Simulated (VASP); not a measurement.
# Ti (Fd-3m) in VASP: further runs

The runs below take Ti through single point, with PBE.

Program: VASP 6.6.1. These are calculated values, not measurements. Logs are shortened: lines on timing, memory, paths and dates and some standing lists are left out, and cuts for length are marked.

### Step 1. The cell of the first run

The structure is cubic, space group Fd-3m (No. 227). The conventional cell has a = 6.031 Å, b = 6.031 Å, c = 6.031 Å, α = 90.00°, β = 90.00°, γ = 90.00°. Within 3.4 Å of Ti (site symmetry -43m) lie 4 Ti at 2.61 Å.

This isn't the form of Ti at room conditions, which is hcp.

### Step 2. Single point, PBE, collinear spin (27.42 Å³/atom)

File INCAR:

```
PREC = Accurate ; ENCUT = 520
EDIFF = 1E-6 ; ISMEAR = -1
SIGMA = 0.05 ; LREAL = F
LASPH = T ; NELM = 150
ALGO = Normal ; ISIF = 2
LWAVE = F ; LCHARG = T
ISPIN = 2 ; MAGMOM = 1.645 1.645
LORBIT = 11 ; LMAXMIX = 4
GGA = PE ; LELF = T
LVHAR = T ; NBANDS = 23
```

File KPOINTS:

```
Automatic mesh
0
Gamma
  15 15 15
```

File POSCAR:

```
Ti
1.0
    0.0000000000      3.0155588838      3.0155588838
    3.0155588838      0.0000000000      3.0155588838
    3.0155588838      3.0155588838      0.0000000000
Ti
2
Direct
    0.1250000000      0.1250000000      0.1250000000
    0.8750000000      0.8750000000      0.8750000000
```

Potentials or basis: VASP PAW PBE potentials, release 64 (Ti_sv).

On the command line:

```
$ cat potpaw_PBE.64/Ti_sv/POTCAR > POTCAR
$ mpirun -np 1 vasp_std > vasp.out
```

OUTCAR:

```text
PREC = Accurate
   ENCUT = 520
   EDIFF = 1E-6
   ISMEAR = -1
   LREAL = F
   LASPH = T
   NELM = 150
   ISIF = 2
   ISPIN = 2
   LORBIT = 11
   GGA = PE

 ion  position               nearest neighbor table
   1  0.125  0.125  0.125-   2 2.61   2 2.61   2 2.61   2 2.61
   2  0.875  0.875  0.875-   1 2.61   1 2.61   1 2.61   1 2.61

  LATTYP: Found a face centered cubic cell.
 ALAT       =     6.0311177676

  Lattice vectors:

 A1 = (   0.0000000000,   3.0155588838,   3.0155588838)
 A2 = (   3.0155588838,   0.0000000000,   3.0155588838)
 A3 = (   3.0155588838,   3.0155588838,   0.0000000000)

Analysis of symmetry for initial positions (statically):
=====================================================================
 Subroutine PRICEL returns:
 Original cell was already a primitive cell.

 Routine SETGRP: Setting up the symmetry group for a
 face centered cubic supercell.

 Subroutine GETGRP returns: Found 48 space group operations
 (whereof 12 operations were pure point group operations)
 out of a pool of 48 trial point group operations.

The static configuration has the point symmetry D_3d.
 The point group associated with its full space group is O_h .

Analysis of symmetry for dynamics (positions and initial velocities):
=====================================================================
 Subroutine PRICEL returns:
 Original cell was already a primitive cell.

 Routine SETGRP: Setting up the symmetry group for a
 face centered cubic supercell.

 Subroutine GETGRP returns: Found 48 space group operations
 (whereof 12 operations were pure point group operations)
 out of a pool of 48 trial point group operations.

The dynamic configuration has the point symmetry D_3d.
 The point group associated with its full space group is O_h .

Analysis of structural, dynamic, and magnetic symmetry:
=====================================================================
 Subroutine PRICEL returns:
 Original cell was already a primitive cell.

 Routine SETGRP: Setting up the symmetry group for a
 face centered cubic supercell.

 Subroutine GETGRP returns: Found 48 space group operations
 (whereof 12 operations were pure point group operations)
 out of a pool of 48 trial point group operations.

The overall configuration has the point symmetry D_3d.
 The point group associated with its full space group is O_h .

 Subroutine INISYM returns: Found 48 space group operations
 (whereof 12 operations are pure point group operations),
 and found     1 'primitive' translations

----------------------------------------------------------------------------------------

                                     Primitive cell

  volume of cell :      54.8445

  direct lattice vectors                    reciprocal lattice vectors
     0.000000000  3.015558884  3.015558884    -0.165806744  0.165806744  0.165806744
     3.015558884  0.000000000  3.015558884     0.165806744 -0.165806744  0.165806744
     3.015558884  3.015558884  0.000000000     0.165806744  0.165806744 -0.165806744

  length of vectors
     4.264644272  4.264644272  4.264644272     0.287185705  0.287185705  0.287185705

  position of ions in fractional coordinates (direct lattice)
     0.125000000  0.125000000  0.125000000
     0.875000000  0.875000000  0.875000000

  ion indices of the primitive-cell ions
   primitive index   ion index
                 1           1
                 2           2

----------------------------------------------------------------------------------------

 KPOINTS: Automatic mesh

Automatic generation of k-mesh.
 Grid dimensions read from file:
 generate k-points for:   15   15   15

 Generating k-lattice:

  Cartesian coordinates                     Fractional coordinates (reciprocal lattice)
    -0.011053783  0.011053783  0.011053783     0.066666667  0.000000000  0.000000000
     0.011053783 -0.011053783  0.011053783     0.000000000  0.066666667  0.000000000
     0.011053783  0.011053783 -0.011053783     0.000000000  0.000000000  0.066666667

  Length of vectors
     0.019145714  0.019145714  0.019145714

  Shift w.r.t. Gamma in fractional coordinates (k-lattice)
     0.000000000  0.000000000  0.000000000

 Subroutine IBZKPT returns following result:
 ===========================================

 Found    120 irreducible k-points:

 Following reciprocal coordinates:
            Coordinates               Weight
  0.000000  0.000000  0.000000      1.000000
  0.066667  0.000000  0.000000      8.000000
  0.133333  0.000000  0.000000      8.000000
  0.200000  0.000000  0.000000      8.000000
  0.266667  0.000000  0.000000      8.000000
  0.333333  0.000000  0.000000      8.000000
[... 16 lines left out ...]
  0.133333  0.133333  0.000000      6.000000
  0.200000  0.133333  0.000000     24.000000
 [... further k-points ...]
   k-points           NKPTS =    120   k-points in BZ     NKDIM =    120   number of bands    NBANDS=     23
   number of dos      NEDOS =    301   number of ions     NIONS =      2
   total plane-waves  NPLWV =  32768
   dimension x,y,z NGX =    32 NGY =   32 NGZ =   32
   dimension x,y,z NGXF=    64 NGYF=   64 NGZF=   64
   ions per type =               2
   NGX,Y,Z   is equivalent  to a cutoff of  12.47, 12.47, 12.47 a.u.
   NGXF,Y,Z  is equivalent  to a cutoff of  24.95, 24.95, 24.95 a.u.
 SYSTEM =  unknown system
   PREC   = accura    normal or accurate (medium, high low for compatibility)
   ISTART =      0    job   : 0-new  1-cont  2-samecut
   ICHARG =      2    charge: 1-file 2-atom 10-const
   ISPIN  =      2    spin polarized calculation?
   LNONCOLLINEAR =      F non collinear calculations
   LSORBIT =      F    spin-orbit coupling
   LASPH  =      T    aspherical Exc in radial PAW
   ENCUT  =  520.0 eV  38.22 Ry    6.18 a.u.   7.93  7.93  7.93*2*pi/ulx,y,z
   NELM   =    150;   NELMIN=  2; NELMDL= -5     # of ELM steps
   EDIFF  = 0.1E-05   stopping-criterion for ELM
   LREAL  =      F    real-space projection
[... 7 lines left out ...]
   TEBEG  =    0.0;   TEEND  =   0.0 temperature during run
   PSTRESS=    0.0 pullay stress
   NELECT =      24.0000    total number of electrons
   NUPDOWN=      -1.0000    fix difference up-down
   EMIN   =  10.00;   EMAX   =-10.00  energy-range for DOS
   EFERMI =   0.00;   METHOD = LEGACY
   ISMEAR =    -1;   SIGMA  =   0.05  broadening in eV -4-tet -1-fermi 0-gaus
   EFERMI_NEDOS =   21; number of points for ismear=-14 and -15
   IALGO  =     38    algorithm
   IMIX   =      4    mixing-type and parameters
     AMIX     =   0.40;   BMIX     =  1.00
     AMIX_MAG =   1.60;   BMIX_MAG =  1.00
  volume/ion in A,a.u.               =      27.42       185.05
  Fermi-wavevector in a.u.,A,eV,Ry     =   1.242894  2.348729 21.018083  1.544786
  Thomas-Fermi vector in A             =   2.377229
   LORBIT       =     11    0 simple, 1 ext, 2 COOP (PROOUT), +10 PAW based schemes
   GGA     = PE    functional components
   LHFCALC =     F    Hartree Fock is set to
   AEXX    =    0.0000 exact exchange contribution
   IVDW    =     0    specifies the selected vdW correction
   LEPSILON=     F    determine dielectric tensor
   LRPA    =     F    only Hartree local field effects (RPA)
 spin polarized calculation
  energy-cutoff  :      520.00
  volume of cell :       54.84
 maximum number of plane-waves:      1496
   NGX = 15   NGY = 15   NGZ = 15

 number of electron      24.0000010 magnetization       4.5584927

 Free energy of the ion-electron system (eV)
  ---------------------------------------------------
  ext. energy  EPLUGINS =         0.00000000
  ---------------------------------------------------
  free energy    TOTEN  =       -11.39559052 eV

  energy without entropy =      -11.36690765  energy(sigma->0) =      -11.38124908

 E-fermi :   3.9625     XC(G=0):  -9.1490

 val. band max:        3.9611338070   @ k =  -0.4000   0.2000   0.0000
 cond. band min:       3.9644117449   @ k =  -0.3333   0.4000   0.1333
 fundamental gap:      0.0032779379
 Fermi energy:         3.9625129008

 spin component 1

 k-point     1 :       0.0000    0.0000    0.0000
  band No.  band energies     occupation
      1     -53.3236      1.00000
      2     -53.0487      1.00000
      3     -29.7443      1.00000
      4     -29.7443      1.00000
      5     -29.7442      1.00000
      6     -29.2732      1.00000
[... 15 lines left out ...]
     22      13.8106      0.00000
     23      14.1571      0.00000

 k-point     2 :       0.0667    0.0000    0.0000
  band No.  band energies     occupation
      1     -53.3214      1.00000
      2     -53.0509      1.00000
      3     -29.7468      1.00000
      4     -29.7468      1.00000
      5     -29.7439      1.00000
      6     -29.2739      1.00000
[... 564 lines left out ...]
 k-point    24 :       0.2000    0.1333    0.0000
  band No.  band energies     occupation
      1     -53.3041      1.00000
      2     -53.0686      1.00000
      3     -29.7751      1.00000
      4     -29.7751      1.00000
      5     -29.7156      1.00000
      6     -29.3049      1.00000
[... 15 lines left out ...]
     22      12.5255      0.00000
     23      12.7980      0.00000

 [... further k-points ...]

 spin component 2

 k-point     1 :       0.0000    0.0000    0.0000
  band No.  band energies     occupation
      1     -51.7734      1.00000
      2     -51.5122      1.00000
      3     -28.1707      1.00000
      4     -28.1707      1.00000
      5     -28.1707      1.00000
      6     -27.7321      1.00000
[... 15 lines left out ...]
     22      14.7357      0.00000
     23      14.7357      0.00000

 k-point     2 :       0.0667    0.0000    0.0000
  band No.  band energies     occupation
      1     -51.7712      1.00000
      2     -51.5143      1.00000
      3     -28.1731      1.00000
      4     -28.1731      1.00000
      5     -28.1706      1.00000
      6     -27.7326      1.00000
[... 564 lines left out ...]
 k-point    24 :       0.2000    0.1333    0.0000
  band No.  band energies     occupation
      1     -51.7548      1.00000
      2     -51.5311      1.00000
      3     -28.2013      1.00000
      4     -28.2013      1.00000
      5     -28.1444      1.00000
      6     -27.7617      1.00000
[... 15 lines left out ...]
     22      13.0883      0.00000
     23      13.9571      0.00000

 [... further k-points ...]

------------------------ aborting loop because EDIFF is reached ----------------------------------------

  FORCE on cell =-STRESS in cart. coord.  units (eV):
  Direction    XX          YY          ZZ          XY          YZ          ZX
  --------------------------------------------------------------------------------------
  -------------------------------------------------------------------------------------
  Total       -0.0090929     -0.0090929     -0.0090929      0.0000000     -0.0000000      0.0000000
  in kB       -0.2656326     -0.2656326     -0.2656326      0.0000000     -0.0000000      0.0000000
  external PRESSURE =      -0.2656326 kB  Pullay stress =       0.0000000 kB

 VOLUME and BASIS-vectors are now :
 -----------------------------------------------------------------------------
  energy-cutoff  :      520.00
  volume of cell :       54.84
      direct lattice vectors                 reciprocal lattice vectors
     0.000000000  3.015558884  3.015558884    -0.165806744  0.165806744  0.165806744
     3.015558884  0.000000000  3.015558884     0.165806744 -0.165806744  0.165806744
     3.015558884  3.015558884  0.000000000     0.165806744  0.165806744 -0.165806744

 POSITION                                       TOTAL-FORCE (eV/Angst)
 -----------------------------------------------------------------------------------
      0.75389      0.75389      0.75389        -0.000000      0.000000     -0.000000
      5.27723      5.27723      5.27723         0.000000     -0.000000      0.000000
 -----------------------------------------------------------------------------------
    total drift:                                0.000000      0.000000     -0.000000

  FREE ENERGIE OF THE ION-ELECTRON SYSTEM (eV)
  ---------------------------------------------------
  free  energy   TOTEN  =       -11.3955905155 eV

  energy  without entropy=      -11.3669076466  energy(sigma->0) =      -11.38124908

 total charge

# of ion       s       p       d       tot
------------------------------------------
    1        2.233   6.028   2.053  10.315
    2        2.233   6.028   2.053  10.315
--------------------------------------------------
tot          4.467  12.056   4.106  20.629

 magnetization (x)

# of ion       s       p       d       tot
------------------------------------------
    1        0.097   0.064   1.596   1.756
    2        0.097   0.064   1.596   1.756
--------------------------------------------------
tot          0.193   0.128   3.191   3.512
```

It took 5.7 min on 1 thread of Intel Xeon 8259CL, shared host; peak memory 0.34 GiB.

What came out:

```yaml
Free_energy: -11.3956 eV
Pressure: 0.0 GPa
Net_moment: 4.56 μB per cell
Site_moments: Ti +1.76 μB
Valence_electrons_inside_the_program's_atomic_spheres: Ti 10.31
```

### Step 3. Single point, PBE, collinear spin (28.52 Å³/atom)

This run uses another cell than the first one, of 28.52 Å³/atom.

File INCAR:

```
SYSTEM = Ti
PREC     = Accurate       ! precision mode
ENCUT    = 520            ! plane-wave cutoff, eV
EDIFF    = 1E-6           ! SCF threshold, eV
ISMEAR   = -1             ! smearing method
SIGMA    = 0.05           ! smearing width, eV
LREAL    = .False.        ! projectors in reciprocal space
LASPH    = .True.         ! aspherical terms in the spheres
NELM     = 150            ! most SCF steps
ALGO     = Normal         ! electronic algorithm
ISIF     = 2              ! what is computed and relaxed
LWAVE    = .False.        ! write WAVECAR
LCHARG   = .False.        ! write CHGCAR
ISPIN    = 2              ! spin polarisation
MAGMOM   = 1.645 1.645    ! initial moments
LORBIT   = 11             ! projections on sites
LMAXMIX  = 4              ! l up to which the mixer works
GGA      = PE             ! functional
NBANDS   = 23             ! bands
```

File KPOINTS:

```
regular mesh
0
Gamma
  15 15 15
  0 0 0
```

File POSCAR:

```
Ti
1.0
    0.0000000000      3.0552418409      3.0552418409
    3.0552418409      0.0000000000      3.0552418409
    3.0552418409      3.0552418409      0.0000000000
Ti
2
Direct
    0.1250000000      0.1250000000      0.1250000000
    0.8750000000      0.8750000000      0.8750000000
```

Potentials or basis: VASP PAW PBE potentials, release 64 (Ti_sv).

On the command line:

```
$ cat potpaw_PBE.64/Ti_sv/POTCAR > POTCAR
$ mpirun -np 1 vasp_std > vasp.out
```

OUTCAR:

```text
SYSTEM = Ti
   PREC = Accurate
   ENCUT = 520
   EDIFF = 1E-6
   ISMEAR = -1
   LREAL = .False.
   LASPH = .True.
   NELM = 150
   ISIF = 2
   ISPIN = 2
   LORBIT = 11
   GGA = PE

 ion  position               nearest neighbor table
   1  0.125  0.125  0.125-   2 2.65   2 2.65   2 2.65   2 2.65
   2  0.875  0.875  0.875-   1 2.65   1 2.65   1 2.65   1 2.65

  LATTYP: Found a face centered cubic cell.
 ALAT       =     6.1104836818

  Lattice vectors:

 A1 = (   0.0000000000,   3.0552418409,   3.0552418409)
 A2 = (   3.0552418409,   0.0000000000,   3.0552418409)
 A3 = (   3.0552418409,   3.0552418409,   0.0000000000)

Analysis of symmetry for initial positions (statically):
=====================================================================
 Subroutine PRICEL returns:
 Original cell was already a primitive cell.

 Routine SETGRP: Setting up the symmetry group for a
 face centered cubic supercell.

 Subroutine GETGRP returns: Found 48 space group operations
 (whereof 12 operations were pure point group operations)
 out of a pool of 48 trial point group operations.
[... 1437 lines left out ...]
     22      12.6508      0.00000
     23      13.3324      0.00000

 [... further k-points ...]

------------------------ aborting loop because EDIFF is reached ----------------------------------------

  FORCE on cell =-STRESS in cart. coord.  units (eV):
  Direction    XX          YY          ZZ          XY          YZ          ZX
  --------------------------------------------------------------------------------------
  -------------------------------------------------------------------------------------
  Total       -0.3129401     -0.3129401     -0.3129401     -0.0000000      0.0000000     -0.0000000
  in kB       -8.7903276     -8.7903276     -8.7903276     -0.0000000      0.0000000     -0.0000000
  external PRESSURE =      -8.7903276 kB  Pullay stress =       0.0000000 kB

 VOLUME and BASIS-vectors are now :
 -----------------------------------------------------------------------------
  energy-cutoff  :      520.00
  volume of cell :       57.04
      direct lattice vectors                 reciprocal lattice vectors
     0.000000000  3.055241841  3.055241841    -0.163653166  0.163653166  0.163653166
     3.055241841  0.000000000  3.055241841     0.163653166 -0.163653166  0.163653166
     3.055241841  3.055241841  0.000000000     0.163653166  0.163653166 -0.163653166

 POSITION                                       TOTAL-FORCE (eV/Angst)
 -----------------------------------------------------------------------------------
      0.76381      0.76381      0.76381        -0.000000      0.000000     -0.000000
      5.34667      5.34667      5.34667         0.000000     -0.000000      0.000000
 -----------------------------------------------------------------------------------
    total drift:                                0.000000      0.000000     -0.000000

  FREE ENERGIE OF THE ION-ELECTRON SYSTEM (eV)
  ---------------------------------------------------
  free  energy   TOTEN  =       -11.3896873844 eV

  energy  without entropy=      -11.3608854020  energy(sigma->0) =      -11.37528639

 total charge

# of ion       s       p       d       tot
------------------------------------------
    1        2.231   6.027   2.029  10.287
    2        2.231   6.027   2.029  10.287
--------------------------------------------------
tot          4.462  12.054   4.058  20.574

 magnetization (x)

# of ion       s       p       d       tot
------------------------------------------
    1        0.093   0.065   1.628   1.786
    2        0.093   0.065   1.628   1.786
--------------------------------------------------
tot          0.185   0.130   3.257   3.572
```

OSZICAR:

```text
N       E                     dE             d eps       ncg     rms          rms(c)
DAV:   1     0.285288815855E+03    0.28529E+03   -0.12093E+04 11048   0.113E+03
DAV:   2     0.193091021197E+02   -0.26598E+03   -0.25876E+03 11733   0.376E+02
DAV:   3    -0.993772103029E+01   -0.29247E+02   -0.28108E+02 20798   0.101E+02
DAV:   4    -0.116595657572E+02   -0.17218E+01   -0.17132E+01 12560   0.252E+01
DAV:   5    -0.117489434980E+02   -0.89378E-01   -0.89370E-01 15836   0.404E+00    0.895E+00
DAV:   6    -0.111208809806E+02    0.62806E+00   -0.57151E+00 12345   0.162E+01    0.563E+00
DAV:   7    -0.113227289588E+02   -0.20185E+00   -0.29442E-01 14137   0.399E+00    0.195E+00
DAV:   8    -0.113710355061E+02   -0.48307E-01   -0.64320E-02 12951   0.190E+00    0.121E+00
DAV:   9    -0.113821662955E+02   -0.11131E-01   -0.38960E-02 12246   0.123E+00    0.645E-01
DAV:  10    -0.113887421418E+02   -0.65758E-02   -0.80906E-03 12419   0.453E-01    0.165E-01
DAV:  11    -0.113896516465E+02   -0.90950E-03   -0.19602E-03 12829   0.203E-01    0.606E-02
DAV:  12    -0.113896903645E+02   -0.38718E-04   -0.16969E-04 13899   0.809E-02    0.366E-02
DAV:  13    -0.113896913934E+02   -0.10289E-05   -0.31560E-05 12808   0.435E-02    0.189E-02
DAV:  14    -0.113896872790E+02    0.41144E-05   -0.61338E-06 12348   0.202E-02    0.471E-03
DAV:  15    -0.113896873844E+02   -0.10540E-06   -0.77159E-07  8666   0.554E-03
   1 F= -.11389687E+02 E0= -.11375286E+02  d E =-.288020E-01  mag=     4.7047
```

stdout:

```text
POSCAR found type information on POSCAR Ti
 POSCAR found :  1 types and       2 ions
 scaLAPACK will be used
 LDA part: xc-table for (Slater+PW92), standard interpolation
 POSCAR, INCAR and KPOINTS ok, starting setup
 FFT: planning ... GRIDC
 FFT: planning ... GRID_SOFT
 FFT: planning ... GRID
 WAVECAR not read
 entering main loop
```

It took 5.6 min on 1 thread of Intel Xeon 8259CL, shared host; peak memory 0.35 GiB.

What came out:

```
Free energy                                           : -11.3897 eV
Pressure                                              : -0.9 GPa
Net moment                                            : 4.70 μB per cell
Site moments                                          : Ti +1.79 μB
Valence electrons inside the program's atomic spheres : Ti 10.29
```
